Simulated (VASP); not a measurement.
A run of VASP 6.6.1:

The input INCAR:

```
SYSTEM = Ge
PREC = Accurate
ENCUT = 500
EDIFF = 1E-6
ISMEAR = 1
SIGMA = 0.1
LREAL = .FALSE.
LASPH = .TRUE.
NELM = 120
ALGO = Normal
ISIF = 2
LWAVE = .FALSE.
LCHARG = .TRUE.
GGA = PS
LELF = .TRUE.
LVHAR = .TRUE.
NBANDS = 13
GGA_COMPAT = .FALSE.
```

KPOINTS

```
regular mesh
0
G
  11 11 10
  0 0 0
```

File POSCAR:

```
Ge
1.0
    1.3532929981     -2.4066008343      0.0000000000
    1.3532929981      2.4066008343      0.0000000000
    0.0000000000      0.0000000000      2.5909712919
Ge
1
Direct
    0.5000000000      0.5000000000      0.0000000000
```

Potentials or basis: VASP PAW PBE potentials, release 64 (Ge_d).

Run with:

```console
$ cat potpaw_PBE.64/Ge_d/POTCAR > POTCAR
$ mpirun -np 1 vasp_std > vasp.out
```

Hardware: 1 thread of AMD EPYC 9R45 96-Core Processor (Zen 5), on a shared host.

Problem. How long does it take, and how much memory?

Solution. It took 15 s on 1 thread of AMD EPYC 9R45 96-Core Processor (Zen 5), on a shared host, peak memory 0.12 GiB. Counts: scf iterations 10, k points 216.
